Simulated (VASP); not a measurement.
# ZnGeP2 (I-42d) in VASP: single point with r2SCAN

Aim: the single point of ZnGeP2 with r2SCAN.

Everything below comes from runs of VASP 6.6.1. Logs are shortened: lines on timing, memory, paths and dates and some standing lists are left out, and cuts for length are marked.

## Step 1: The cell of the first run

Symmetry: I-42d, No. 122, tetragonal system. The conventional cell has a = 5.536 Å, b = 5.536 Å, c = 10.909 Å, α = 90.00°, β = 90.00°, γ = 90.00°. Ge (site symmetry -4) has 4 P at 2.34 Å within 3.1 Å. Zn (site symmetry -4) has 4 P at 2.43 Å within 3.2 Å. P (site symmetry 2) has 2 Ge at 2.34 Å and 2 Zn at 2.43 Å within 3.1 Å.

## Step 2: Single point, r2SCAN

Input file POSCAR:

```
ZnGeP2
1.0
    0.0000000000      5.5356620000      0.0000000000
    5.5356620000      0.0000000000      0.0000000000
    2.7678310000      2.7678310000     -5.4545540000
Ge Zn P
2 2 4
Direct
    0.5000000000      0.5000000000      0.0000000000
    0.2500000000      0.7500000000      0.5000000000
    0.0000000000      0.0000000000      0.0000000000
    0.7500000000      0.2500000000      0.5000000000
    0.3750000000      0.3890000000      0.7500000000
    0.6110000000      0.1250000000      0.2500000000
    0.8750000000      0.8610000000      0.7500000000
    0.1390000000      0.6250000000      0.2500000000
```

Input file INCAR.step1:

```
PREC = Accurate
ENCUT = 550
ISMEAR = -1
SIGMA = 0.0888
LREAL = F
LASPH = T
NELM = 120
NBANDS = 46
GGA = PE
ALGO = Normal
EDIFF = 1E-5
LWAVE = T
LCHARG = F
GGA_COMPAT = F
```

Input file INCAR.step2:

```
PREC = Accurate
ENCUT = 550
EDIFF = 1E-6
ISMEAR = -1
SIGMA = 0.0888
LREAL = F
LASPH = T
NELM = 120
ALGO = Normal
ISIF = 2
LWAVE = F
LCHARG = F
METAGGA = R2SCAN
LMIXTAU = T
NBANDS = 46
ISTART = 1
GGA_COMPAT = F
```

Input file KPOINTS:

```
regular mesh
0
Gamma
  5 5 5
```

Potentials or basis: VASP PAW PBE potentials, release 64 (Ge_d, Zn, P).

Started as:

```bash
> cat potpaw_PBE.64/Ge_d/POTCAR potpaw_PBE.64/Zn/POTCAR potpaw_PBE.64/P/POTCAR > POTCAR
> cp INCAR.step1 INCAR
> mpirun -np 1 vasp_std > vasp.out
> cp INCAR.step2 INCAR
> mpirun -np 1 vasp_std > vasp.out
```

OUTCAR:

```text
PREC = Accurate
   ENCUT = 550
   EDIFF = 1E-6
   ISMEAR = -1
   LREAL = F
   LASPH = T
   NELM = 120
   ISIF = 2
   METAGGA = R2SCAN
   ISTART = 1

 ion  position               nearest neighbor table
   1  0.500  0.500  0.000-   6 2.34   7 2.34   5 2.34   8 2.34
   2  0.250  0.750  0.500-   6 2.34   7 2.34   5 2.34   8 2.34
   3  0.000  0.000  0.000-   8 2.43   6 2.43   7 2.43   5 2.43
   4  0.750  0.250  0.500-   5 2.43   6 2.43   7 2.43   8 2.43
   5  0.375  0.389  0.750-   1 2.34   2 2.34   4 2.43   3 2.43
   6  0.611  0.125  0.250-   1 2.34   2 2.34   3 2.43   4 2.43
   7  0.875  0.861  0.750-   1 2.34   2 2.34   3 2.43   4 2.43
   8  0.139  0.625  0.250-   1 2.34   2 2.34   3 2.43   4 2.43

  LATTYP: Found a body centered tetragonal cell.
 ALAT       =     5.5356620000
 C/A-ratio  =     1.9706961877

  Lattice vectors:

 A1 = (  -2.7678310000,   2.7678310000,   5.4545540000)
 A2 = (   2.7678310000,  -2.7678310000,   5.4545540000)
 A3 = (   2.7678310000,   2.7678310000,  -5.4545540000)

Analysis of symmetry for initial positions (statically):
=====================================================================
 Subroutine PRICEL returns:
 Original cell was already a primitive cell.

 Routine SETGRP: Setting up the symmetry group for a
 body centered tetragonal supercell.

 Subroutine GETGRP returns: Found  8 space group operations
 (whereof  4 operations were pure point group operations)
 out of a pool of 16 trial point group operations.

The static configuration has the point symmetry S_4 .
 The point group associated with its full space group is D_2d.

Analysis of symmetry for dynamics (positions and initial velocities):
=====================================================================
 Subroutine PRICEL returns:
 Original cell was already a primitive cell.

 Routine SETGRP: Setting up the symmetry group for a
 body centered tetragonal supercell.

 Subroutine GETGRP returns: Found  8 space group operations
 (whereof  4 operations were pure point group operations)
 out of a pool of 16 trial point group operations.

The dynamic configuration has the point symmetry S_4 .
 The point group associated with its full space group is D_2d.

 Subroutine INISYM returns: Found  8 space group operations
 (whereof  4 operations are pure point group operations),
 and found     1 'primitive' translations

----------------------------------------------------------------------------------------

                                     Primitive cell

  volume of cell :     167.1469

  direct lattice vectors                    reciprocal lattice vectors
     0.000000000  5.535662000  0.000000000     0.000000000  0.180646868  0.091666523
     5.535662000  0.000000000  0.000000000     0.180646868  0.000000000  0.091666523
     2.767831000  2.767831000 -5.454554000     0.000000000  0.000000000 -0.183333046

  length of vectors
     5.535662000  5.535662000  6.713712552     0.202573548  0.202573548  0.183333046

  position of ions in fractional coordinates (direct lattice)
     0.500000000  0.500000000  0.000000000
     0.250000000  0.750000000  0.500000000
     0.000000000  0.000000000  0.000000000
     0.750000000  0.250000000  0.500000000
     0.375000000  0.389000000  0.750000000
     0.611000000  0.125000000  0.250000000
     0.875000000  0.861000000  0.750000000
     0.139000000  0.625000000  0.250000000

  ion indices of the primitive-cell ions
   primitive index   ion index
                 1           1
                 2           2
                 3           3
                 4           4
                 5           5
                 6           6
                 7           7
                 8           8

----------------------------------------------------------------------------------------

 KPOINTS: regular mesh

Automatic generation of k-mesh.
 Grid dimensions read from file:
 generate k-points for:    5    5    5

 Generating k-lattice:

  Cartesian coordinates                     Fractional coordinates (reciprocal lattice)
     0.000000000  0.036129374  0.018333305     0.200000000  0.000000000  0.000000000
     0.036129374  0.000000000  0.018333305     0.000000000  0.200000000  0.000000000
     0.000000000  0.000000000 -0.036666609     0.000000000  0.000000000  0.200000000

  Length of vectors
     0.040514710  0.040514710  0.036666609

  Shift w.r.t. Gamma in fractional coordinates (k-lattice)
     0.000000000  0.000000000  0.000000000

 Subroutine IBZKPT returns following result:
 ===========================================

 Found     18 irreducible k-points:

 Following reciprocal coordinates:
            Coordinates               Weight
  0.000000  0.000000  0.000000      1.000000
  0.200000  0.000000  0.000000      8.000000
  0.400000  0.000000  0.000000      8.000000
  0.200000  0.200000  0.000000      8.000000
  0.400000  0.200000  0.000000     16.000000
 -0.400000  0.200000 -0.000000     16.000000
[... 10 lines left out ...]
  0.000000  0.000000  0.400000      2.000000
 -0.200000  0.000000  0.400000      4.000000
   k-points           NKPTS =     18   k-points in BZ     NKDIM =     18   number of bands    NBANDS=     46
   number of dos      NEDOS =    301   number of ions     NIONS =      8
   total plane-waves  NPLWV =  95256
   dimension x,y,z NGX =    42 NGY =   42 NGZ =   54
   dimension x,y,z NGXF=    84 NGYF=   84 NGZF=  108
   ions per type =               2   2   4
   NGX,Y,Z   is equivalent  to a cutoff of  12.61, 12.61, 13.37 a.u.
   NGXF,Y,Z  is equivalent  to a cutoff of  25.23, 25.23, 26.74 a.u.
 SYSTEM =  unknown system
   PREC   = accura    normal or accurate (medium, high low for compatibility)
   ISTART =      1    job   : 0-new  1-cont  2-samecut
   ICHARG =      0    charge: 1-file 2-atom 10-const
   ISPIN  =      1    spin polarized calculation?
   LNONCOLLINEAR =      F non collinear calculations
   LSORBIT =      F    spin-orbit coupling
   LASPH  =      T    aspherical Exc in radial PAW
   ENCUT  =  550.0 eV  40.42 Ry    6.36 a.u.  10.59 10.59 12.84*2*pi/ulx,y,z
   NELM   =    120;   NELMIN=  2; NELMDL=  0     # of ELM steps
   EDIFF  = 0.1E-05   stopping-criterion for ELM
   LREAL  =      F    real-space projection
   EDIFFG = 0.1E-04   stopping-criterion for IOM
   NSW    =      0    number of steps for IOM
   IBRION =     -1    ionic relax: 0-MD 1-quasi-New 2-CG
   NFREE  =      0    steps in history (QN), initial steepest desc. (CG)
   ISIF   =      2    stress and relaxation
   ISYM   =      2    0-nonsym 1-usesym 2-fastsym
   POTIM  = 0.5000    time-step for ionic-motion
   TEBEG  =    0.0;   TEEND  =   0.0 temperature during run
   PSTRESS=    0.0 pullay stress
   NELECT =      72.0000    total number of electrons
   NUPDOWN=      -1.0000    fix difference up-down
   EMIN   =  10.00;   EMAX   =-10.00  energy-range for DOS
   EFERMI =   0.00;   METHOD = LEGACY
   ISMEAR =    -1;   SIGMA  =   0.09  broadening in eV -4-tet -1-fermi 0-gaus
   EFERMI_NEDOS =   21; number of points for ismear=-14 and -15
   IALGO  =     38    algorithm
   IMIX   =      4    mixing-type and parameters
     AMIX     =   0.40;   BMIX     =  1.00
     AMIX_MAG =   1.60;   BMIX_MAG =  1.00
  volume/ion in A,a.u.               =      20.89       141.00
  Fermi-wavevector in a.u.,A,eV,Ry     =   1.236383  2.336424 20.798435  1.528642
  Thomas-Fermi vector in A             =   2.370993
   LORBIT       =      0    0 simple, 1 ext, 2 COOP (PROOUT), +10 PAW based schemes
   METAGGA = R2SCAN    functional components
   LHFCALC =     F    Hartree Fock is set to
   AEXX    =    0.0000 exact exchange contribution
   IVDW    =     0    specifies the selected vdW correction
   LEPSILON=     F    determine dielectric tensor
   LRPA    =     F    only Hartree local field effects (RPA)
 non-spin polarized calculation
  energy-cutoff  :      550.00
  volume of cell :      167.15
 maximum number of plane-waves:      4921
 NGX is ok and might be reduce to    42
   NGX = 21   NGY = 21   NGZ = 25

 number of electron      72.0000015 magnetization

 Free energy of the ion-electron system (eV)
  ---------------------------------------------------
  ext. energy  EPLUGINS =         0.00000000
  ---------------------------------------------------
  free energy    TOTEN  =       -83.61929022 eV

  energy without entropy =      -83.61926902  energy(sigma->0) =      -83.61927962

 E-fermi :   4.4070     XC(G=0): -10.3049

 val. band max:        3.6514503573   @ k =   0.0000   0.0000   0.0000
 cond. band min:       5.2589333377   @ k =   0.0000   0.0000   0.0000
 fundamental gap:      1.6074829804
 Fermi energy:         4.4070404341

 k-point     1 :       0.0000    0.0000    0.0000
  band No.  band energies     occupation
      1     -21.8102      2.00000
      2     -21.8077      2.00000
      3     -21.8077      2.00000
      4     -21.8042      2.00000
      5     -21.7970      2.00000
      6     -21.7970      2.00000
[... 38 lines left out ...]
     45       8.7787      0.00000
     46       8.8401      0.00000

 k-point     2 :       0.2000    0.0000    0.0000
  band No.  band energies     occupation
      1     -21.8101      2.00000
      2     -21.8079      2.00000
      3     -21.8073      2.00000
      4     -21.8040      2.00000
      5     -21.7979      2.00000
      6     -21.7967      2.00000
[... 38 lines left out ...]
     45       8.7870      0.00000
     46       9.5857      0.00000

 k-point     3 :       0.4000    0.0000    0.0000
  band No.  band energies     occupation
      1     -21.8097      2.00000
      2     -21.8086      2.00000
      3     -21.8068      2.00000
      4     -21.8028      2.00000
      5     -21.8002      2.00000
      6     -21.7962      2.00000
[... 724 lines left out ...]
     45       9.6452      0.00000
     46       9.6452      0.00000

 k-point    18 :      -0.2000    0.0000    0.4000
  band No.  band energies     occupation
      1     -21.8095      2.00000
      2     -21.8089      2.00000
      3     -21.8071      2.00000
      4     -21.8064      2.00000
      5     -21.7965      2.00000
      6     -21.7955      2.00000
[... 38 lines left out ...]
     45       9.4632      0.00000
     46       9.5569      0.00000

------------------------ aborting loop because EDIFF is reached ----------------------------------------

  FORCE on cell =-STRESS in cart. coord.  units (eV):
  Direction    XX          YY          ZZ          XY          YZ          ZX
  --------------------------------------------------------------------------------------
  -------------------------------------------------------------------------------------
  Total       -3.3414544     -3.3414544     -3.8857725      0.0000000      0.0000000      0.0000000
  in kB      -32.0293222    -32.0293222    -37.2468525      0.0000000      0.0000000      0.0000000
  external PRESSURE =     -33.7684990 kB  Pullay stress =       0.0000000 kB

 VOLUME and BASIS-vectors are now :
 -----------------------------------------------------------------------------
  energy-cutoff  :      550.00
  volume of cell :      167.15
      direct lattice vectors                 reciprocal lattice vectors
     0.000000000  5.535662000  0.000000000     0.000000000  0.180646868  0.091666523
     5.535662000  0.000000000  0.000000000     0.180646868  0.000000000  0.091666523
     2.767831000  2.767831000 -5.454554000     0.000000000  0.000000000 -0.183333046

 POSITION                                       TOTAL-FORCE (eV/Angst)
 -----------------------------------------------------------------------------------
      2.76783      2.76783      0.00000         0.000000     -0.000000      0.000000
      5.53566      2.76783     -2.72728         0.000000     -0.000000      0.000000
      0.00000      0.00000      0.00000         0.000000     -0.000000      0.000000
      2.76783      5.53566     -2.72728         0.000000     -0.000000      0.000000
      4.22925      4.15175     -4.09092        -0.489148     -0.000000      0.000000
      1.38392      4.07425     -1.36364         0.000000      0.489148      0.000000
      6.84208      6.91958     -4.09092         0.489148     -0.000000      0.000000
      4.15175      1.46141     -1.36364         0.000000     -0.489148      0.000000
 -----------------------------------------------------------------------------------
    total drift:                               -0.000466     -0.000466     -0.000402

  FREE ENERGIE OF THE ION-ELECTRON SYSTEM (eV)
  ---------------------------------------------------
  free  energy   TOTEN  =       -83.6192902158 eV

  energy  without entropy=      -83.6192690187  energy(sigma->0) =      -83.61927962
```

Run time: 20 min. Hardware: 1 thread of Oxide Virtual Turin-like, shared host; peak memory 0.37 GiB.

What came out:

* Free energy: -83.6193 eV
* Pressure: -3.4 GPa
* Largest force: 0.489 eV/Å
* Band gap on the k mesh: 1.61 eV

Forces on the atoms (eV/Å):
```
Ge   0.000  0.000  0.000
Ge   0.000  0.000  0.000
Zn   0.000  0.000  0.000
Zn   0.000  0.000  0.000
P   -0.489  0.000  0.000
P    0.000  0.489  0.000
P    0.489  0.000  0.000
P    0.000 -0.489  0.000
```

Levels at points of the mesh, in eV from the valence-band top:
| k point | band 33 | band 34 | band 35 | band 36 | band 37 | band 38 | band 39 | band 40 |
| --- | --- | --- | --- | --- | --- | --- | --- | --- |
| (0.00, 0.00, 0.00) | -2.34 | -0.06 | -0.06 | 0.00 | 1.61 | 1.83 | 2.13 | 3.48 |

Caveat: the cell stands under tension; the PAW data sets were made with another functional, which shifts forces and pressure a little. A k mesh can miss the band edges.
